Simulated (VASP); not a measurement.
Set up this calculation in VASP 6.6.1, as the native input.

```
Task                   : single point
Functional             : PBE
Potentials or basis    : VASP PAW PBE potentials, release 64 (Zr_sv, B)
Cutoff                 : 520 eV
k mesh                 : 6 × 6 × 4
Occupations            : gaussian, width 0.2 eV
Spin                   : no spin polarisation
Dipole correction      : no
Further INCAR settings : ALGO = Normal; EDIFF = 1e-07; NBANDS = 27
```

The structure of ZrB2 lies in POSCAR:

```
ZrB2
1.0
    3.1716352898      0.0000000029      0.0000000000
   -1.5858176474      2.7467167310      0.0000000000
    0.0000000000      0.0000000000      7.0815080688
Zr B
2 4
Direct
    0.0000000000      0.0000000000      0.0000000000
    0.0000000000      0.0000000000      0.5000000000
    0.3333333333      0.6666666667      0.2500000000
    0.3333333333      0.6666666667      0.7500000000
    0.6666666667      0.3333333333      0.2500000000
    0.6666666667      0.3333333333      0.7500000000
```

One way to write it, as run:

INCAR

```
SYSTEM = ZrB2
PREC = Accurate
ENCUT = 520
EDIFF = 1E-7
ISMEAR = 0
SIGMA = 0.2
LREAL = .False.
LASPH = .True.
NELM = 80
ALGO = Normal
ISIF = 2
LWAVE = .False.
LCHARG = .False.
GGA = PE
NBANDS = 27
```

KPOINTS

```
Automatic mesh
0
Gamma
  6 6 4
  0 0 0
```

Potentials or basis: VASP PAW PBE potentials, release 64 (Zr_sv, B).

Run with:

```bash
$ cat potpaw_PBE.64/Zr_sv/POTCAR potpaw_PBE.64/B/POTCAR > POTCAR
$ mpirun -np 1 vasp_std > vasp.out
```

It gave:

```yaml
Pressure: 0.3 GPa
Band_gap_on_the_k_mesh: zero (band 18 reaches 11.07 eV, above the bottom of band 19 at 10.20 eV)
```

Caveat: the k points lie up to 0.38 Å⁻¹ apart.

Run time: 24 s on 1 thread of Intel(R) Xeon(R) Platinum 8488C (Sapphire Rapids), with other jobs on the host, peak memory 0.18 GiB.
